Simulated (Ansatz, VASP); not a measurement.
## InSe in VASP and in Ansatz

File INCAR:

```
SYSTEM = InSe
PREC = Accurate ; ENCUT = 520
EDIFF = 1E-6 ; ISMEAR = -1
SIGMA = 0.05 ; LREAL = .False.
LASPH = .True. ; NELM = 60
ALGO = Normal ; ISIF = 2
LWAVE = .False. ; LCHARG = .False.
GGA = PE ; NBANDS = 48
```

The input KPOINTS:

```
Automatic mesh
0
Gamma
  6 6 2
  0 0 0
```

Contents of POSCAR:

```
InSe
1.0
    4.0473293151      0.0000000000      0.0000000000
   -2.0236646576      3.5050900044      0.0000000000
    0.0000000000      0.0000000000     18.4131062082
In Se
4 4
Direct
    0.3333333333      0.6666666667      0.0773904900
    0.3333333333      0.6666666667      0.9226095100
    0.0000000000      0.0000000000      0.4226063200
    0.0000000000      0.0000000000      0.5773936800
    0.3333333333      0.6666666667      0.3529842800
    0.3333333333      0.6666666667      0.6470157200
    0.6666666667      0.3333333333      0.1469999300
    0.6666666667      0.3333333333      0.8530000700
```

The input input.yaml:

```yaml
crystal:
  lattice:
    - [4.0473293151, 0.0, 0.0]
    - [-2.0236646576, 3.5050900044, 0.0]
    - [0.0, 0.0, 18.4131062082]
  atoms:
    - { symbol: In, position: [0.3333333333, 0.6666666667, 0.07739049] }
    - { symbol: In, position: [0.3333333333, 0.6666666667, 0.92260951] }
    - { symbol: In, position: [0.0, 0.0, 0.42260632] }
    - { symbol: In, position: [0.0, 0.0, 0.57739368] }
    - { symbol: Se, position: [0.3333333333, 0.6666666667, 0.35298428] }
    - { symbol: Se, position: [0.3333333333, 0.6666666667, 0.64701572] }
    - { symbol: Se, position: [0.6666666667, 0.3333333333, 0.14699993] }
    - { symbol: Se, position: [0.6666666667, 0.3333333333, 0.85300007] }
hamiltonian:
  xc: pbe
  pseudopotentials: { kind: paw }
kpoints:
  mp_grid: { grid: [6, 6, 2] }
scf:
  occupations: { method: fermi_dirac, width: 0.05 }
output:
  forces: true
  stress: true
  eigenvalues: true
```

Alike in both runs: task single point; functional PBE; k mesh 6 × 6 × 2; occupations fermi-dirac, width 0.05 eV; no spin polarisation.

|  | VASP | Ansatz |
| --- | --- | --- |
| version | VASP 6.6.1 | Ansatz 0.2.0 |
| potentials or method | VASP PAW PBE potentials, release 64 (In_d, Se) | Ansatz PAW |
| plane-wave cutoff (eV) | 520 | 420 |
| valence electrons in the cell | 76 | 116 |

Ansatz gave:

- gap on the k mesh at the Fermi level (eV): 0.80
- least direct gap on the mesh (eV): 0.80
- pressure (GPa): 0.6
- traceless stress, the component that is largest in VASP (GPa): -0.73
- rms of the force components (eV/Å): 0.086

Which values does VASP return?

gap on the k mesh at the Fermi level (eV): 0.79; least direct gap on the mesh (eV): 0.79; pressure (GPa): 0.6; traceless stress, the component that is largest in VASP (GPa): -0.73; rms of the force components (eV/Å): 0.093.

Atom by atom the forces differ by 0.008 eV/Å (rms over components). VASP's potentials hold 76 valence electrons a cell and Ansatz's 116, so a difference there can come from the potentials and not from the codes.
